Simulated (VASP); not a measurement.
NbP, 2 atoms in the cell. It takes space group F-43m (No. 216, cubic). The conventional cell has a = 5.199 Å, b = 5.199 Å, c = 5.199 Å, α = 90.00°, β = 90.00°, γ = 90.00°. Nb (site symmetry -43m) has 4 P at 2.25 Å within 3.0 Å. Within 3.0 Å of P (site symmetry -43m) lie 4 Nb at 2.25 Å. 

- Program: VASP 6.6.1
- Task: single point
- Functional: PBEsol
- Potentials or basis: VASP PAW PBE potentials, release 64 (Nb_sv, P)
- Cutoff: 520 eV
- k mesh: 10 × 10 × 10
- Occupations: gaussian, width 0.05 eV
- Spin: no spin polarisation
- Dipole correction: no
- Further INCAR settings: ALGO = Normal; EDIFF = 1e-07; NBANDS = 16

Potentials or basis: VASP PAW PBE potentials, release 64 (Nb_sv, P).

Command:

```bash
$ cat potpaw_PBE.64/Nb_sv/POTCAR potpaw_PBE.64/P/POTCAR > POTCAR
$ mpirun -np 1 vasp_std > vasp.out
```

Hardware: 1 thread of Intel(R) Xeon(R) 6975P-C (Granite Rapids) (shared host).

Task: Estimate the wall time of this run.

Result: It took 25 s on 1 thread of Intel(R) Xeon(R) 6975P-C (Granite Rapids), on a shared host, peak memory 0.17 GiB. Counts: scf iterations 14, k points 47.
